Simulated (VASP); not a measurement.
Runs of VASP 6.6.1 on B. The structure is that of space group P6_3/mmc (No. 194), or close to it. The cells are those of the table. 

| task | cell | k mesh | cutoff (eV) | gap on the mesh (eV) | pressure (GPa) |
| --- | --- | --- | --- | --- | --- |
| single point | a = 1.710, b = 1.710, c = 7.169 Å, angles 90.0, 90.0, 120.0°, 2 atoms | 17 × 17 × 9 | 520 | none | (b) |
| single point | a = 1.663, b = 1.663, c = 6.972 Å, angles 90.0, 90.0, 120.0°, 2 atoms | 23 × 23 × 5 | 520 | none | (a) |
| single point | a = 1.639, b = 1.639, c = 6.869 Å, angles 90.0, 90.0, 120.0°, 2 atoms | 23 × 23 × 5 | 520 | none | 29.2 |
| relaxation of cell and atoms | relaxed from a = 2.101, b = 2.101, c = 3.430 Å, angles 90.0, 90.0, 120.0°, 2 atoms | 17 × 17 × 9 | 600 | none | 0.0 |
| single point | a = 1.732, b = 1.732, c = 7.263 Å, angles 90.0, 90.0, 120.0°, 2 atoms | 23 × 23 × 5 | 520 | none | -7.8 |
| single point | a = 1.710, b = 1.710, c = 7.169 Å, angles 90.0, 90.0, 120.0°, 2 atoms | 34 × 34 × 7 | 520 | none | -0.5 |

Alike in all rows: level PBEsol; potentials or basis VASP PAW PBE potentials, release 64 (B); no spin polarisation; smearing fermi-dirac 0.1 eV.

**Question.** Estimate the missing entries.

**Answer.** (a) 17.4; (b) 0.2.

Caveats: the PAW data sets were made with another functional, which shifts forces and pressure a little; this functional lacks dispersion, which binds the layers, so the pressure and a relaxed spacing across them are unreliable (some runs).

A gap of «none» marks levels without a gap at the run's occupations.
